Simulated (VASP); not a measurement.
# NiO (F-43m) in VASP: notebook

Aim: see how the results for NiO move with the level of theory and the settings. Levels: PBE, PBEsol-based screened hybrid. Tasks: single point.

Program: VASP 6.6.1. These are calculated values, not measurements. Logs are shortened: lines on timing, memory, paths and dates and some standing lists are left out, and cuts for length are marked.

## 1. The cell of the first run

Symmetry: F-43m, No. 216, cubic system. The conventional cell has a = 4.597 Å, b = 4.597 Å, c = 4.597 Å, α = 90.00°, β = 90.00°, γ = 90.00°. Ni (site symmetry -43m) has 4 O at 1.99 Å within 2.6 Å. O (site symmetry -43m) has 4 Ni at 1.99 Å within 2.6 Å.

## 2. Single point, PBE, collinear spin, ferromagnetic start

The input, INCAR:

```
  ALGO = Normal
  EDIFF = 1E-6
  ENCUT = 600
  GGA = PE
  GGA_COMPAT = F
  ISIF = 2
  ISMEAR = -1
  ISPIN = 2
  LASPH = T
  LCHARG = T
  LELF = T
  LMAXMIX = 4
  LORBIT = 11
  LREAL = F
  LVHAR = T
  LWAVE = F
  MAGMOM = 1 0
  NBANDS = 23
  NELM = 200
  PREC = Accurate
  SIGMA = 0.05
```

The input, KPOINTS:

```
k-points
0
Gamma
  10 10 10
```

The input, POSCAR:

```
NiO
1.0
    0.0000000000      2.2986717382      2.2986717382
    2.2986717382      0.0000000000      2.2986717382
    2.2986717382      2.2986717382      0.0000000000
Ni O
1 1
Direct
    0.0000000000      0.0000000000      0.0000000000
    0.2500000000      0.2500000000      0.2500000000
```

Potentials or basis: VASP PAW PBE potentials, release 64 (Ni_sv_GW, O).

Command:

```sh
$ cat potpaw_PBE.64/Ni_sv_GW/POTCAR potpaw_PBE.64/O/POTCAR > POTCAR
$ mpirun -np 1 vasp_std > vasp.out
```

OUTCAR:

```text
EDIFF = 1E-6
   ENCUT = 600
   GGA = PE
   ISIF = 2
   ISMEAR = -1
   ISPIN = 2
   LASPH = T
   LORBIT = 11
   LREAL = F
   NELM = 200
   PREC = Accurate

 ion  position               nearest neighbor table
   1  0.000  0.000  0.000-   2 1.99   2 1.99   2 1.99   2 1.99
   2  0.250  0.250  0.250-   1 1.99   1 1.99   1 1.99   1 1.99

  LATTYP: Found a face centered cubic cell.
 ALAT       =     4.5973434764

  Lattice vectors:

 A1 = (   0.0000000000,   2.2986717382,   2.2986717382)
 A2 = (   2.2986717382,   0.0000000000,   2.2986717382)
 A3 = (   2.2986717382,   2.2986717382,   0.0000000000)

Analysis of symmetry for initial positions (statically):
=====================================================================
 Subroutine PRICEL returns:
 Original cell was already a primitive cell.

 Routine SETGRP: Setting up the symmetry group for a
 face centered cubic supercell.

 Subroutine GETGRP returns: Found 24 space group operations
 (whereof 24 operations were pure point group operations)
 out of a pool of 48 trial point group operations.

The static configuration has the point symmetry T_d .

Analysis of symmetry for dynamics (positions and initial velocities):
=====================================================================
 Subroutine PRICEL returns:
 Original cell was already a primitive cell.

 Routine SETGRP: Setting up the symmetry group for a
 face centered cubic supercell.

 Subroutine GETGRP returns: Found 24 space group operations
 (whereof 24 operations were pure point group operations)
 out of a pool of 48 trial point group operations.

The dynamic configuration has the point symmetry T_d .

Analysis of structural, dynamic, and magnetic symmetry:
=====================================================================
 Subroutine PRICEL returns:
 Original cell was already a primitive cell.

 Routine SETGRP: Setting up the symmetry group for a
 face centered cubic supercell.

 Subroutine GETGRP returns: Found 24 space group operations
 (whereof 24 operations were pure point group operations)
 out of a pool of 48 trial point group operations.

The overall configuration has the point symmetry T_d .

 Subroutine INISYM returns: Found 24 space group operations
 (whereof 24 operations are pure point group operations),
 and found     1 'primitive' translations

----------------------------------------------------------------------------------------

[... 108 lines left out ...]
   EFERMI_NEDOS =   21; number of points for ismear=-14 and -15
   IALGO  =     38    algorithm
   IMIX   =      4    mixing-type and parameters
     AMIX     =   0.40;   BMIX     =  1.00
     AMIX_MAG =   1.60;   BMIX_MAG =  1.00
  volume/ion in A,a.u.               =      12.15        81.96
  Fermi-wavevector in a.u.,A,eV,Ry     =   1.630516  3.081228 36.172192  2.658581
  Thomas-Fermi vector in A             =   2.722804
   LORBIT       =     11    0 simple, 1 ext, 2 COOP (PROOUT), +10 PAW based schemes
   GGA     = PE    functional components
   LHFCALC =     F    Hartree Fock is set to
   AEXX    =    0.0000 exact exchange contribution
   IVDW    =     0    specifies the selected vdW correction
   LEPSILON=     F    determine dielectric tensor
   LRPA    =     F    only Hartree local field effects (RPA)
 spin polarized calculation
  energy-cutoff  :      600.00
  volume of cell :       24.29
 maximum number of plane-waves:       869
 NGX is ok and might be reduce to    28
   NGX = 13   NGY = 13   NGZ = 13

 number of electron      24.0000010 magnetization       1.9905570

 Free energy of the ion-electron system (eV)
  ---------------------------------------------------
  ext. energy  EPLUGINS =         0.00000000
  ---------------------------------------------------
  free energy    TOTEN  =       -12.50015332 eV

  energy without entropy =      -12.48576010  energy(sigma->0) =      -12.49295671

 E-fermi :   4.0791     XC(G=0): -11.1031

 val. band max:        4.0612654477   @ k =  -0.3000   0.3000   0.1000
 cond. band min:       4.1046347397   @ k =   0.5000   0.4000   0.0000
 fundamental gap:      0.0433692920
 Fermi energy:         4.0790630842

 spin component 1

 k-point     1 :       0.0000    0.0000    0.0000
  band No.  band energies     occupation
      1    -100.4820      1.00000
      2     -60.8591      1.00000
      3     -60.8591      1.00000
      4     -60.8591      1.00000
      5     -15.3865      1.00000
      6      -1.5246      1.00000
[... 613 lines left out ...]
     22      31.7356      0.00000
     23      32.1204      0.00000

 [... further k-points ...]

 spin component 2

 k-point     1 :       0.0000    0.0000    0.0000
  band No.  band energies     occupation
      1     -98.5661      1.00000
      2     -58.9928      1.00000
      3     -58.9928      1.00000
      4     -58.9928      1.00000
      5     -14.7642      1.00000
      6      -0.4711      1.00000
[... 613 lines left out ...]
     22      32.0153      0.00000
     23      32.4343      0.00000

 [... further k-points ...]
[... 5 lines left out ...]
  --------------------------------------------------------------------------------------
  -------------------------------------------------------------------------------------
  Total       -1.6920967     -1.6920967     -1.6920967      0.0000000     -0.0000000     -0.0000000
  in kB     -111.6027503   -111.6027503   -111.6027503      0.0000000     -0.0000000     -0.0000000
  external PRESSURE =    -111.6027503 kB  Pullay stress =       0.0000000 kB

 VOLUME and BASIS-vectors are now :
 -----------------------------------------------------------------------------
  energy-cutoff  :      600.00
  volume of cell :       24.29
      direct lattice vectors                 reciprocal lattice vectors
     0.000000000  2.298671738  2.298671738    -0.217516921  0.217516921  0.217516921
     2.298671738  0.000000000  2.298671738     0.217516921 -0.217516921  0.217516921
     2.298671738  2.298671738  0.000000000     0.217516921  0.217516921 -0.217516921

 POSITION                                       TOTAL-FORCE (eV/Angst)
 -----------------------------------------------------------------------------------
      0.00000      0.00000      0.00000         0.000000      0.000000     -0.000000
      1.14934      1.14934      1.14934        -0.000000     -0.000000      0.000000
 -----------------------------------------------------------------------------------
    total drift:                                0.000000      0.000000      0.000000

  FREE ENERGIE OF THE ION-ELECTRON SYSTEM (eV)
  ---------------------------------------------------
  free  energy   TOTEN  =       -12.5001533158 eV

  energy  without entropy=      -12.4857601020  energy(sigma->0) =      -12.49295671

 total charge

# of ion       s       p       d       f       tot
--------------------------------------------------
    1        2.166   6.231   7.748   0.007  16.152
    2        1.552   3.387   0.000   0.000   4.939
--------------------------------------------------
tot          3.718   9.618   7.748   0.007  21.091

 magnetization (x)

# of ion       s       p       d       f       tot
--------------------------------------------------
    1        0.004   0.024   1.538   0.001   1.567
    2        0.016   0.354   0.000   0.000   0.370
--------------------------------------------------
tot          0.020   0.379   1.538   0.001   1.937
```

stdout:

```text
POSCAR found type information on POSCAR NiO
 POSCAR found :  2 types and       2 ions
 scaLAPACK will be used
 LDA part: xc-table for (Slater+PW92), standard interpolation
 POSCAR, INCAR and KPOINTS ok, starting setup
 FFT: planning ... GRIDC
 FFT: planning ... GRID_SOFT
 FFT: planning ... GRID
 WAVECAR not read
 entering main loop
```

Run time: 1.9 min. Hardware: 1 thread of AMD EPYC 7R43 (Zen 3), shared host; peak memory 0.18 GiB.

What came out:

```yaml
Free_energy: -12.5002 eV
Pressure: -11.2 GPa
Band_gap_on_the_k_mesh: zero (filled and empty bands overlap)
Net_moment: 1.99 μB per cell
Site_moments: Ni +1.57; O +0.37 μB
Valence_electrons_inside_the_program's_atomic_spheres: Ni 16.15; O 4.94
```

Levels at points of the mesh, in eV from the Fermi level:
Spin up:
| k point | band 10 | band 11 | band 12 | band 13 | band 14 | band 15 | band 16 | band 17 |
| --- | --- | --- | --- | --- | --- | --- | --- | --- |
| (0.00, 0.00, 0.00) | -2.35 | -0.04 | -0.04 | -0.04 | 0.23 | 13.65 | 13.65 | 13.65 |
| (0.50, 0.00, 0.00) | -2.31 | -2.31 | -0.77 | -0.77 | 5.43 | 6.93 | 13.21 | 13.21 |
| (0.50, 0.50, 0.00) | -2.11 | -1.89 | -1.89 | -1.76 | 5.16 | 9.12 | 10.84 | 13.78 |
Spin down:
```
           k point  band 9  band 10  band 11  band 12  band 13  band 14
(0.00, 0.00, 0.00)   -1.27    -1.27     0.53     1.63     1.63     1.63
(0.50, 0.00, 0.00)   -1.08    -1.08    -0.64     0.81     0.81     5.76
(0.50, 0.50, 0.00)   -1.31    -1.00    -0.73    -0.04    -0.04     5.62
```

Caveat: a cell with one magnetic atom can't hold antiferromagnetic order, which such compounds often take; semilocal functionals often make such compounds metallic where correlation or magnetic order opens a gap, which also shifts bond lengths.

## 3. Single point, PBEsol-based screened hybrid, collinear spin, ferromagnetic start

This run uses another cell than the first one, of 10.63 Å³/atom, 0.875 times its volume.

The input, POSCAR:

```
NiO
1.0
    0.0000000000      2.1985801194      2.1985801194
    2.1985801194      0.0000000000      2.1985801194
    2.1985801194      2.1985801194      0.0000000000
Ni O
1 1
Direct
    0.0000000000      0.0000000000      0.0000000000
    0.2500000000      0.2500000000      0.2500000000
```

The input, INCAR.step1:

```
SYSTEM = NiO
PREC = Accurate
ENCUT = 520
EDIFF = 1E-5
ISMEAR = -1
SIGMA = 0.05
LREAL = .FALSE.
LASPH = .TRUE.
NELM = 150
ALGO = Normal
ISIF = 2
LWAVE = .TRUE.
LCHARG = .FALSE.
ISPIN = 2
MAGMOM = 1 0
LORBIT = 11
LMAXMIX = 4
GGA = PE
NBANDS = 19
```

The input, INCAR.step2:

```
SYSTEM = NiO
PREC = Accurate
ENCUT = 520
EDIFF = 1E-7
ISMEAR = -1
SIGMA = 0.05
LREAL = .FALSE.
LASPH = .TRUE.
NELM = 150
ALGO = Normal
ISIF = 2
LWAVE = .FALSE.
LCHARG = .FALSE.
ISPIN = 2
MAGMOM = 1 0
LORBIT = 11
LMAXMIX = 4
GGA = PS
LHFCALC = .TRUE.
AEXX = 0.25
HFSCREEN = 0.207
PRECFOCK = Normal
ISTART = 1
NBANDS = 19
```

The input, KPOINTS:

```
regular mesh
0
G
  5 5 5
  0 0 0
```

Potentials or basis: VASP PAW PBE potentials, release 64 (Ni, O).

Command:

```sh
$ cat potpaw_PBE.64/Ni/POTCAR potpaw_PBE.64/O/POTCAR > POTCAR
$ cp INCAR.step1 INCAR
$ mpirun -np 1 vasp_std > vasp.out
$ cp INCAR.step2 INCAR
$ mpirun -np 1 vasp_std > vasp.out
```

Run time: 44 min. Hardware: 1 thread of AMD EPYC 7R43 (Zen 3), shared host; peak memory 0.22 GiB.

The run converged. Its results:

- Free energy: -15.7182 eV
- Pressure: 0.5 GPa
- Band gap on the k mesh: zero (filled and empty bands overlap)
- Net moment: 2.00 μB per cell
- Site moments: Ni +1.64; O +0.35 μB
- Valence electrons inside the program's atomic spheres: Ni 9.20; O 5.04

Levels at points of the mesh, in eV from the Fermi level:
Spin up:
```csv
k point,band 5,band 6,band 7,band 8,band 9,band 10,band 11,band 12,band 13,band 14
"(0.00, 0.00, 0.00)",-5.79,-5.79,-2.18,-2.18,-2.18,0.47,14.93,14.93,14.93,21.37
```
Spin down:
| k point | band 4 | band 5 | band 6 | band 7 | band 8 | band 9 | band 10 | band 11 |
| --- | --- | --- | --- | --- | --- | --- | --- | --- |
| (0.00, 0.00, 0.00) | -6.87 | -4.38 | -4.38 | 0.59 | 2.47 | 2.47 | 2.47 | 15.15 |

Caveat: the k points lie up to 0.49 Å⁻¹ apart; the PAW data sets were made with another functional, which shifts forces and pressure a little; a cell with one magnetic atom can't hold antiferromagnetic order, which such compounds often take; semilocal functionals often make such compounds metallic where correlation or magnetic order opens a gap, which also shifts bond lengths.
